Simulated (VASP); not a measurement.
# Al (C2/m) in VASP: a series of runs

The runs below take Al through single point, with PBEsol.

Program: VASP 6.6.1. These are calculated values, not measurements. Logs are shortened: lines on timing, memory, paths and dates and some standing lists are left out, and cuts for length are marked.

## Step 1: The cell of the first run

The structure is monoclinic, space group C2/m (No. 12). The conventional cell has a = 3.019 Å, b = 4.402 Å, c = 2.578 Å, α = 90.00°, β = 118.93°, γ = 90.00°. Within 3.4 Å of Al (site symmetry 2/m) lie 14 Al at 2.58 to 3.16 Å.

## Step 2: Single point, PBEsol (strained)

Input file INCAR:

```
PREC = Accurate
ENCUT = 500
EDIFF = 1E-6
ISMEAR = 0
SIGMA = 0.1
LREAL = False
LASPH = True
NELM = 120
ALGO = Normal
ISIF = 2
LWAVE = False
LCHARG = False
GGA = PS
NBANDS = 8
GGA_COMPAT = False
```

Input file KPOINTS:

```
Automatic mesh
0
Gamma
  18 16 18
```

Input file POSCAR:

```
Al
1.0
   -1.6198606264      1.5067408897      1.4925631312
    1.6671198215     -1.6340383849      1.6671198215
    1.4925631312      1.5067408897     -1.6198606264
Al
1
Direct
    0.0000000000      0.0000000000      0.0000000000
```

Potentials or basis: VASP PAW PBE potentials, release 64 (Al).

On the command line:

```console
> cat potpaw_PBE.64/Al/POTCAR > POTCAR
> mpirun -np 1 vasp_std > vasp.out
```

OUTCAR:

```text
PREC = Accurate
   ENCUT = 500
   EDIFF = 1E-6
   ISMEAR = 0
   LREAL = False
   LASPH = True
   NELM = 120
   ISIF = 2
   GGA = PS

 ion  position               nearest neighbor table
   1  0.000  0.000  0.000-

  LATTYP: Found a base centered monoclinic cell.
 ALAT       =     3.0188543753
 B/A-ratio  =     1.4580471075
 C/A-ratio  =     0.8538947388
 COS(beta)  =    -0.4837983406

  Lattice vectors:

 A1 = (  -1.4925631312,  -1.5067408897,   1.6198606264)
 A2 = (   1.6198606264,  -1.5067408897,  -1.4925631312)
 A3 = (   1.5398223263,   1.3794433945,   1.5398223263)

Analysis of symmetry for initial positions (statically):
=====================================================================
 Subroutine PRICEL returns:
 Original cell was already a primitive cell.

 Routine SETGRP: Setting up the symmetry group for a
 base centered monoclinic supercell.

 Subroutine GETGRP returns: Found  4 space group operations
 (whereof  4 operations were pure point group operations)
 out of a pool of  4 trial point group operations.

The static configuration has the point symmetry C_2h.

Analysis of symmetry for dynamics (positions and initial velocities):
=====================================================================
 Subroutine PRICEL returns:
 Original cell was already a primitive cell.

 Routine SETGRP: Setting up the symmetry group for a
 base centered monoclinic supercell.

 Subroutine GETGRP returns: Found  4 space group operations
 (whereof  4 operations were pure point group operations)
 out of a pool of  4 trial point group operations.

The dynamic configuration has the point symmetry C_2h.

 Subroutine INISYM returns: Found  4 space group operations
 (whereof  4 operations are pure point group operations),
 and found     1 'primitive' translations

----------------------------------------------------------------------------------------

                                     Primitive cell

  volume of cell :      14.9889

  direct lattice vectors                    reciprocal lattice vectors
    -1.619860626  1.506740890  1.492563131     0.009006459  0.346175246  0.330299470
     1.667119822 -1.634038385  1.667119822     0.312872771  0.026433158  0.312872771
     1.492563131  1.506740890 -1.619860626     0.330299470  0.346175246  0.009006459

  length of vectors
     2.668700294  2.868563829  2.668700294     0.478556325  0.443257773  0.478556325

  position of ions in fractional coordinates (direct lattice)
     0.000000000  0.000000000  0.000000000

  ion indices of the primitive-cell ions
   primitive index   ion index
                 1           1

----------------------------------------------------------------------------------------

 KPOINTS: Automatic mesh

Automatic generation of k-mesh.
 Grid dimensions read from file:
 generate k-points for:   18   16   18

 Generating k-lattice:

  Cartesian coordinates                     Fractional coordinates (reciprocal lattice)
     0.000500359  0.019231958  0.018349971     0.055555556  0.000000000 -0.000000000
     0.019554548  0.001652072  0.019554548     0.000000000  0.062500000  0.000000000
     0.018349971  0.019231958  0.000500359    -0.000000000  0.000000000  0.055555556

  Length of vectors
     0.026586463  0.027703611  0.026586463

  Shift w.r.t. Gamma in fractional coordinates (k-lattice)
     0.000000000  0.000000000  0.000000000

 Subroutine IBZKPT returns following result:
 ===========================================

 Found   1379 irreducible k-points:

 Following reciprocal coordinates:
            Coordinates               Weight
  0.000000  0.000000  0.000000      1.000000
  0.055556  0.000000 -0.000000      4.000000
  0.111111  0.000000 -0.000000      4.000000
  0.166667  0.000000 -0.000000      4.000000
  0.222222 -0.000000  0.000000      4.000000
  0.277778  0.000000 -0.000000      4.000000
[... 16 lines left out ...]
 -0.333333  0.062500  0.000000      4.000000
 -0.277778  0.062500  0.000000      4.000000
 [... further k-points ...]
   k-points           NKPTS =   1379   k-points in BZ     NKDIM =   1379   number of bands    NBANDS=      8
   number of dos      NEDOS =    301   number of ions     NIONS =      1
   total plane-waves  NPLWV =   9600
   dimension x,y,z NGX =    20 NGY =   24 NGZ =   20
   dimension x,y,z NGXF=    40 NGYF=   48 NGZF=   40
   ions per type =               1
   NGX,Y,Z   is equivalent  to a cutoff of  12.46, 13.91, 12.46 a.u.
   NGXF,Y,Z  is equivalent  to a cutoff of  24.92, 27.82, 24.92 a.u.
 SYSTEM =  unknown system
   PREC   = accura    normal or accurate (medium, high low for compatibility)
   ISTART =      0    job   : 0-new  1-cont  2-samecut
   ICHARG =      2    charge: 1-file 2-atom 10-const
   ISPIN  =      1    spin polarized calculation?
   LNONCOLLINEAR =      F non collinear calculations
   LSORBIT =      F    spin-orbit coupling
   LASPH  =      T    aspherical Exc in radial PAW
   ENCUT  =  500.0 eV  36.75 Ry    6.06 a.u.   4.87  5.23  4.87*2*pi/ulx,y,z
   NELM   =    120;   NELMIN=  2; NELMDL= -5     # of ELM steps
   EDIFF  = 0.1E-05   stopping-criterion for ELM
   LREAL  =      F    real-space projection
   EDIFFG = 0.1E-04   stopping-criterion for IOM
   NSW    =      0    number of steps for IOM
   IBRION =     -1    ionic relax: 0-MD 1-quasi-New 2-CG
   NFREE  =      0    steps in history (QN), initial steepest desc. (CG)
   ISIF   =      2    stress and relaxation
   ISYM   =      2    0-nonsym 1-usesym 2-fastsym
   POTIM  = 0.5000    time-step for ionic-motion
   TEBEG  =    0.0;   TEEND  =   0.0 temperature during run
   PSTRESS=    0.0 pullay stress
   NELECT =       3.0000    total number of electrons
   NUPDOWN=      -1.0000    fix difference up-down
   EMIN   =  10.00;   EMAX   =-10.00  energy-range for DOS
   EFERMI =   0.00;   METHOD = LEGACY
   ISMEAR =     0;   SIGMA  =   0.10  broadening in eV -4-tet -1-fermi 0-gaus
   EFERMI_NEDOS =   21; number of points for ismear=-14 and -15
   IALGO  =     38    algorithm
   IMIX   =      4    mixing-type and parameters
     AMIX     =   0.40;   BMIX     =  1.00
     AMIX_MAG =   1.60;   BMIX_MAG =  1.00
  volume/ion in A,a.u.               =      14.99       101.15
  Fermi-wavevector in a.u.,A,eV,Ry     =   0.957617  1.809635 12.476968  0.917031
  Thomas-Fermi vector in A             =   2.086652
   LORBIT       =      0    0 simple, 1 ext, 2 COOP (PROOUT), +10 PAW based schemes
   GGA     = PS    functional components
   LHFCALC =     F    Hartree Fock is set to
   AEXX    =    0.0000 exact exchange contribution
   IVDW    =     0    specifies the selected vdW correction
   LEPSILON=     F    determine dielectric tensor
   LRPA    =     F    only Hartree local field effects (RPA)
 non-spin polarized calculation
 Gauss-broadening in eV      SIGMA  =   0.10
  energy-cutoff  :      500.00
  volume of cell :       14.99
 maximum number of plane-waves:       396
   NGX =  9   NGY = 11   NGZ =  9

 number of electron       3.0000000 magnetization

 Free energy of the ion-electron system (eV)
  ---------------------------------------------------
  ext. energy  EPLUGINS =         0.00000000
  ---------------------------------------------------
  free energy    TOTEN  =        -3.91398516 eV

  energy without entropy =       -3.91225223  energy(sigma->0) =       -3.91311870

 E-fermi :   8.9756     XC(G=0): -10.6122

 val. band max:        8.9748021440   @ k =   0.2778   0.4375   0.2778
 cond. band min:       8.9769394792   @ k =  -0.4444  -0.3125   0.1667
 fundamental gap:      0.0021373351
 Fermi energy:         8.9756351242

 k-point     1 :       0.0000    0.0000    0.0000
  band No.  band energies     occupation
      1      -2.8225      2.00000
      2      21.4563      0.00000
      3      22.1528      0.00000
      4      23.5052      0.00000
      5      23.5067      0.00000
      6      24.5081      0.00000
      7      25.0380      0.00000
      8      26.0985      0.00000

 k-point     2 :       0.0556    0.0000   -0.0000
  band No.  band energies     occupation
      1      -2.7180      2.00000
      2      20.8837      0.00000
      3      21.6981      0.00000
      4      22.9691      0.00000
      5      23.8286      0.00000
      6      24.6973      0.00000
      7      25.2364      0.00000
      8      25.5638      0.00000

 k-point     3 :       0.1111    0.0000   -0.0000
  band No.  band energies     occupation
      1      -2.4050      2.00000
      2      19.8360      0.00000
      3      20.7002      0.00000
      4      21.6371      0.00000
      5      23.0111      0.00000
      6      24.5675      0.00000
      7      25.2558      0.00000
      8      25.6604      0.00000

 k-point     4 :       0.1667    0.0000   -0.0000
  band No.  band energies     occupation
      1      -1.8852      2.00000
      2      18.6830      0.00000
      3      19.0556      0.00000
      4      19.9438      0.00000
      5      22.2220      0.00000
      6      24.0006      0.00000
      7      25.2413      0.00000
      8      26.0064      0.00000

 k-point     5 :       0.2222   -0.0000    0.0000
  band No.  band energies     occupation
      1      -1.1611      2.00000
      2      16.3769      0.00000
      3      17.9930      0.00000
      4      18.8736      0.00000
      5      21.5259      0.00000
      6      23.1700      0.00000
      7      25.6442      0.00000
      8      26.7256      0.00000

 k-point     6 :       0.2778    0.0000   -0.0000
  band No.  band energies     occupation
      1      -0.2369      2.00000
      2      13.9170      0.00000
      3      17.2510      0.00000
      4      18.0125      0.00000
      5      20.9120      0.00000
      6      22.4022      0.00000
      7      26.2386      0.00000
      8      27.6969      0.00000

 k-point     7 :       0.3333    0.0000   -0.0000
  band No.  band energies     occupation
      1       0.8822      2.00000
      2      11.5744      0.00000
      3      16.6767      0.00000
      4      17.3338      0.00000
      5      20.4208      0.00000
      6      21.7516      0.00000
      7      27.0017      0.00000
      8      28.8697      0.00000
[... 133 lines left out ...]
 k-point    20 :       0.5000    0.0625   -0.0000
  band No.  band energies     occupation
      1       4.3769      2.00000
      2       6.6943      2.00000
      3      14.1921      0.00000
      4      17.6659      0.00000
      5      20.1463      0.00000
      6      21.3530      0.00000
      7      28.3572      0.00000
      8      32.0888      0.00000

 k-point    21 :      -0.4444    0.0625   -0.0000
  band No.  band energies     occupation
      1       2.8831      2.00000
      2       8.5622      2.00000
      3      14.3861      0.00000
      4      17.7731      0.00000
      5      20.2994      0.00000
      6      21.6393      0.00000
      7      27.3316      0.00000
      8      31.6573      0.00000

 k-point    22 :      -0.3889    0.0625    0.0000
  band No.  band energies     occupation
      1       1.5039      2.00000
      2      10.6648      0.00000
      3      14.7649      0.00000
      4      18.0545      0.00000
      5      20.6062      0.00000
      6      22.0960      0.00000
      7      26.3732      0.00000
      8      30.4712      0.00000

 k-point    23 :      -0.3333    0.0625    0.0000
  band No.  band energies     occupation
      1       0.3033      2.00000
      2      12.9278      0.00000
      3      15.3287      0.00000
      4      18.5097      0.00000
      5      21.0455      0.00000
      6      22.7026      0.00000
      7      25.5991      0.00000
      8      29.2327      0.00000

 k-point    24 :      -0.2778    0.0625    0.0000
  band No.  band energies     occupation
      1      -0.7058      2.00000
      2      15.2960      0.00000
      3      16.0944      0.00000
      4      19.1390      0.00000
      5      21.5659      0.00000
      6      23.4305      0.00000
      7      25.0927      0.00000
      8      28.0811      0.00000

 [... further k-points ...]

------------------------ aborting loop because EDIFF is reached ----------------------------------------

  FORCE on cell =-STRESS in cart. coord.  units (eV):
  Direction    XX          YY          ZZ          XY          YZ          ZX
  --------------------------------------------------------------------------------------
  -------------------------------------------------------------------------------------
  Total        1.0731148      0.8712985      1.0731148      0.5137880      0.5137880     -0.0691275
  in kB      114.7062902     93.1339529    114.7062902     54.9193021     54.9193020     -7.3891060
  external PRESSURE =     107.5155111 kB  Pullay stress =       0.0000000 kB

 VOLUME and BASIS-vectors are now :
 -----------------------------------------------------------------------------
  energy-cutoff  :      500.00
  volume of cell :       14.99
      direct lattice vectors                 reciprocal lattice vectors
    -1.619860626  1.506740890  1.492563131     0.009006459  0.346175246  0.330299470
     1.667119822 -1.634038385  1.667119822     0.312872771  0.026433158  0.312872771
     1.492563131  1.506740890 -1.619860626     0.330299470  0.346175246  0.009006459

 POSITION                                       TOTAL-FORCE (eV/Angst)
 -----------------------------------------------------------------------------------
      0.00000      0.00000      0.00000         0.000000      0.000000      0.000000
 -----------------------------------------------------------------------------------
    total drift:                                0.000000      0.000000     -0.000000

  FREE ENERGIE OF THE ION-ELECTRON SYSTEM (eV)
  ---------------------------------------------------
  free  energy   TOTEN  =        -3.9139851626 eV

  energy  without entropy=       -3.9122522311  energy(sigma->0) =       -3.91311870
```

It took 39 s on 1 thread of Intel Xeon 6975P-C (Granite Rapids), shared host; peak memory 0.23 GiB.

What came out:

| Quantity | Value |
| --- | --- |
| Free energy | -3.9140 eV |
| Pressure | 10.8 GPa |

Stress tensor (GPa, compression positive):
```
11.47  5.49 -0.74
 5.49  9.31  5.49
-0.74  5.49 11.47
```

Levels at points of the mesh, in eV from the Fermi level:
```
           k point  band 1  band 2  band 3  band 4  band 5  band 6
(0.00, 0.00, 0.00)  -11.80   12.48   13.18   14.53   14.53   15.53
(0.50, 0.00, 0.00)   -4.12   -2.97    6.96    7.47   10.82   11.86
(0.00, 0.50, 0.00)   -4.95   -4.47    9.39   10.06   11.79   12.90
(0.50, 0.50, 0.00)   -4.97   -4.55    8.33    9.09   11.31   13.10
(0.50, 0.00, 0.50)   -4.70   -4.00    7.80    8.20   13.25   13.51
(0.50, 0.50, 0.50)    1.52    1.57    2.58    3.06    3.34    7.01
```

Caveat: the cell differs from its parent crystal (strained); the PAW data sets were made with another functional, which shifts forces and pressure a little.

## Step 3: Single point, PBEsol

Input file INCAR:

```
SYSTEM = Al
PREC     = Accurate       ! precision mode
ENCUT    = 500            ! plane-wave cutoff, eV
EDIFF    = 1E-6           ! SCF threshold, eV
ISMEAR   = -1             ! smearing method
SIGMA    = 0.1            ! smearing width, eV
LREAL    = .FALSE.        ! projectors in reciprocal space
LASPH    = .TRUE.         ! aspherical terms in the spheres
NELM     = 120            ! most SCF steps
ALGO     = Normal         ! electronic algorithm
ISIF     = 2              ! what is computed and relaxed
LWAVE    = .FALSE.        ! write WAVECAR
LCHARG   = .TRUE.         ! write CHGCAR
GGA      = PS             ! functional
LELF     = .TRUE.         ! ELF
LVHAR    = .TRUE.       
NBANDS   = 8              ! bands
GGA_COMPAT= .FALSE.
```

Input file KPOINTS:

```
Automatic mesh
0
Gamma
  18 16 18
  0.5 0.5 0.5
```

POSCAR is that of step 2.

Potentials or basis: VASP PAW PBE potentials, release 64 (Al).

On the command line:

```console
> cat potpaw_PBE.64/Al/POTCAR > POTCAR
> mpirun -np 1 vasp_std > vasp.out
```

It took 40 s on 1 thread of Intel Xeon 6975P-C (Granite Rapids), shared host; peak memory 0.23 GiB.

It converged, with:

```
Free energy : -3.9189 eV
Pressure    : 10.8 GPa
```

Stress tensor (GPa, compression positive):
```
11.53  5.30 -0.66
 5.30  9.39  5.30
-0.66  5.30 11.53
```

Levels at points of the mesh, in eV from the Fermi level:
| k point | band 1 | band 2 | band 3 | band 4 | band 5 | band 6 |
| --- | --- | --- | --- | --- | --- | --- |
| (0.03, 0.03, 0.03) | -11.63 | 11.17 | 13.05 | 14.08 | 14.80 | 15.67 |

Caveat: the PAW data sets were made with another functional, which shifts forces and pressure a little.
